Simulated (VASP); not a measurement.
# AlRu (rocksalt type) (Fm-3m) in VASP: single point with PBE

Aim: the single point of AlRu (rocksalt type) with PBE.

All numbers are computed with VASP 6.6.1; they aren't measurements. Logs are shortened: lines on timing, memory, paths and dates and some standing lists are left out, and cuts for length are marked.

## (1) The cell of the first run

The structure is cubic, space group Fm-3m (No. 225). The conventional cell has a = 4.085 Å, b = 4.085 Å, c = 4.085 Å, α = 90.00°, β = 90.00°, γ = 90.00°. Within 2.7 Å of Ru (site symmetry m-3m) lie 6 Al at 2.04 Å. Al (site symmetry m-3m) has 6 Ru at 2.04 Å within 2.7 Å.

## (2) Single point, PBE (8.52 Å³/atom)

The input, POSCAR:

```
AlRu
1.0
    0.0000000000      2.0424383901      2.0424383901
    2.0424383901      0.0000000000      2.0424383901
    2.0424383901      2.0424383901      0.0000000000
Ru Al
1 1
Direct
    0.0000000000      0.0000000000      0.0000000000
    0.5000000000      0.5000000000      0.5000000000
```

The input, INCAR.step1:

```
PREC = Accurate ; ENCUT = 520
EDIFF = 1E-6 ; ISMEAR = -1
SIGMA = 0.1 ; LREAL = False
LASPH = True ; NELM = 80
ALGO = Normal ; ISIF = 2
LWAVE = False ; LCHARG = True
LMAXMIX = 4 ; GGA = PE
NBANDS = 16
```

The input, KPOINTS.step1:

```
Automatic mesh
0
Gamma
  14 14 14
```

The input, INCAR.step2:

```
PREC = Accurate ; ENCUT = 520
EDIFF = 1E-6 ; ISMEAR = -5
SIGMA = 0.1 ; LREAL = False
LASPH = True ; NELM = 80
ALGO = Normal ; ISIF = 2
LWAVE = False ; LCHARG = False
LMAXMIX = 4 ; GGA = PE
LORBIT = 10 ; NEDOS = 1001
ICHARG = 11
```

The input, KPOINTS.step2:

```
Automatic mesh
0
Gamma
  21 21 21
```

Potentials or basis: VASP PAW PBE potentials, release 64 (Ru_pv, Al).

Run with:

```console
$ cat potpaw_PBE.64/Ru_pv/POTCAR potpaw_PBE.64/Al/POTCAR > POTCAR
$ cp INCAR.step1 INCAR
$ cp KPOINTS.step1 KPOINTS
$ mpirun -np 1 vasp_std > vasp.out
$ cp INCAR.step2 INCAR
$ cp KPOINTS.step2 KPOINTS
$ mpirun -np 1 vasp_std > vasp.out
```

OUTCAR:

```text
PREC = Accurate
   ENCUT = 520
   EDIFF = 1E-6
   ISMEAR = -5
   LREAL = False
   LASPH = True
   NELM = 80
   ISIF = 2
   GGA = PE
   LORBIT = 10
   ICHARG = 11

 ion  position               nearest neighbor table
   1  0.000  0.000  0.000-   2 2.04   2 2.04   2 2.04   2 2.04   2 2.04   2 2.04
   2  0.500  0.500  0.500-   1 2.04   1 2.04   1 2.04   1 2.04   1 2.04   1 2.04

  LATTYP: Found a face centered cubic cell.
 ALAT       =     4.0848767802

  Lattice vectors:

 A1 = (   0.0000000000,   2.0424383901,   2.0424383901)
 A2 = (   2.0424383901,   0.0000000000,   2.0424383901)
 A3 = (   2.0424383901,   2.0424383901,   0.0000000000)

Analysis of symmetry for initial positions (statically):
=====================================================================
 Subroutine PRICEL returns:
 Original cell was already a primitive cell.

 Routine SETGRP: Setting up the symmetry group for a
 face centered cubic supercell.

 Subroutine GETGRP returns: Found 48 space group operations
 (whereof 48 operations were pure point group operations)
 out of a pool of 48 trial point group operations.

The static configuration has the point symmetry O_h .

Analysis of symmetry for dynamics (positions and initial velocities):
=====================================================================
 Subroutine PRICEL returns:
 Original cell was already a primitive cell.

 Routine SETGRP: Setting up the symmetry group for a
 face centered cubic supercell.

 Subroutine GETGRP returns: Found 48 space group operations
 (whereof 48 operations were pure point group operations)
 out of a pool of 48 trial point group operations.

The dynamic configuration has the point symmetry O_h .

 Subroutine INISYM returns: Found 48 space group operations
 (whereof 48 operations are pure point group operations),
 and found     1 'primitive' translations

----------------------------------------------------------------------------------------

                                     Primitive cell

  volume of cell :      17.0403

  direct lattice vectors                    reciprocal lattice vectors
     0.000000000  2.042438390  2.042438390    -0.244805426  0.244805426  0.244805426
     2.042438390  0.000000000  2.042438390     0.244805426 -0.244805426  0.244805426
     2.042438390  2.042438390  0.000000000     0.244805426  0.244805426 -0.244805426

  length of vectors
[... 94 lines left out ...]
   PSTRESS=    0.0 pullay stress
   NELECT =      17.0000    total number of electrons
   NUPDOWN=      -1.0000    fix difference up-down
   EMIN   =  10.00;   EMAX   =-10.00  energy-range for DOS
   EFERMI =   0.00;   METHOD = LEGACY
   ISMEAR =    -5;   SIGMA  =   0.10  broadening in eV -4-tet -1-fermi 0-gaus
   EFERMI_NEDOS =   21; number of points for ismear=-14 and -15
   IALGO  =     38    algorithm
   IMIX   =      4    mixing-type and parameters
     AMIX     =   0.40;   BMIX     =  1.00
     AMIX_MAG =   1.60;   BMIX_MAG =  1.00
  volume/ion in A,a.u.               =       8.52        57.50
  Fermi-wavevector in a.u.,A,eV,Ry     =   1.635807  3.091228 36.407366  2.675866
  Thomas-Fermi vector in A             =   2.727219
   LORBIT       =     10    0 simple, 1 ext, 2 COOP (PROOUT), +10 PAW based schemes
   GGA     = PE    functional components
   LHFCALC =     F    Hartree Fock is set to
   AEXX    =    0.0000 exact exchange contribution
   IVDW    =     0    specifies the selected vdW correction
   LEPSILON=     F    determine dielectric tensor
   LRPA    =     F    only Hartree local field effects (RPA)
 non-spin polarized calculation
 Fermi weights with tetrahedron method with Bloechl corrections
  energy-cutoff  :      520.00
  volume of cell :       17.04
 maximum number of plane-waves:       473
 NGX is ok and might be reduce to    24

 number of electron      17.0000000 magnetization

 Free energy of the ion-electron system (eV)
  ---------------------------------------------------
  ext. energy  EPLUGINS =         0.00000000
  ---------------------------------------------------
  free energy    TOTEN  =        -4.92288127 eV

  energy without entropy =       -4.92288127  energy(sigma->0) =       -4.92288127

 E-fermi :  19.3997     XC(G=0): -14.9681

 val. band max:       19.4152034404   @ k =  -0.4286   0.4762   0.0476
 cond. band min:      19.3882214198   @ k =   0.4762   0.3333   0.0000
 fundamental gap:     -0.0269820206
 Fermi energy:        19.3996776016

 k-point     1 :       0.0000    0.0000    0.0000
  band No.  band energies     occupation
      1     -23.3767      2.00000
      2     -23.3767      2.00000
      3     -23.3767      2.00000
      4       6.5325      2.00000
      5      14.0809      2.00000
      6      14.0809      2.00000
      7      14.0809      2.00000
      8      15.2615      2.00000
      9      15.2615      2.00000
     10      28.3780      0.00000
     11      29.5762      0.00000
     12      29.5762      0.00000
[... 331 lines left out ...]
 k-point    24 :      -0.3810    0.0476    0.0000
  band No.  band energies     occupation
      1     -24.0206      2.00000
      2     -23.5057      2.00000
      3     -23.4911      2.00000
      4       9.7816      2.00000
      5      13.6103      2.00000
      6      13.7356      2.00000
      7      13.8386      2.00000
      8      17.7045      2.00000
      9      18.2202      2.00000
     10      24.3203      0.00000
     11      28.1794      0.00000
     12      29.6541      0.00000

 [... further k-points ...]
[... 5 lines left out ...]
  --------------------------------------------------------------------------------------
  -------------------------------------------------------------------------------------
  Total       31.8563749     31.8563749     31.8563749      0.0000000      0.0000000     -0.0000000
  in kB     2995.2290936   2995.2290936   2995.2290936      0.0000000      0.0000000     -0.0000000
  external PRESSURE =    2995.2290936 kB  Pullay stress =       0.0000000 kB

 VOLUME and BASIS-vectors are now :
 -----------------------------------------------------------------------------
  energy-cutoff  :      520.00
  volume of cell :       17.04
      direct lattice vectors                 reciprocal lattice vectors
     0.000000000  2.042438390  2.042438390    -0.244805426  0.244805426  0.244805426
     2.042438390  0.000000000  2.042438390     0.244805426 -0.244805426  0.244805426
     2.042438390  2.042438390  0.000000000     0.244805426  0.244805426 -0.244805426

 POSITION                                       TOTAL-FORCE (eV/Angst)
 -----------------------------------------------------------------------------------
      0.00000      0.00000      0.00000        -0.000000     -0.000000     -0.000000
      2.04244      2.04244      2.04244         0.000000      0.000000      0.000000
 -----------------------------------------------------------------------------------
    total drift:                                0.000000     -0.000000     -0.000000

  FREE ENERGIE OF THE ION-ELECTRON SYSTEM (eV)
  ---------------------------------------------------
  free  energy   TOTEN  =        -4.9228812691 eV

  energy  without entropy=       -4.9228812691  energy(sigma->0) =       -4.92288127

 total charge

# of ion       s       p       d       tot
------------------------------------------
    1        0.431   6.432   7.410  14.273
    2        0.606   0.728   0.000   1.335
--------------------------------------------------
tot          1.037   7.161   7.410  15.608
```

It took 69 s on 1 thread of Intel Xeon 8259CL, shared host; peak memory 0.19 GiB.

What came out:

* Valence electrons inside the program's atomic spheres: Ru 14.27; Al 1.33

Caveat: tetrahedron occupations give inexact forces and stress in metals.
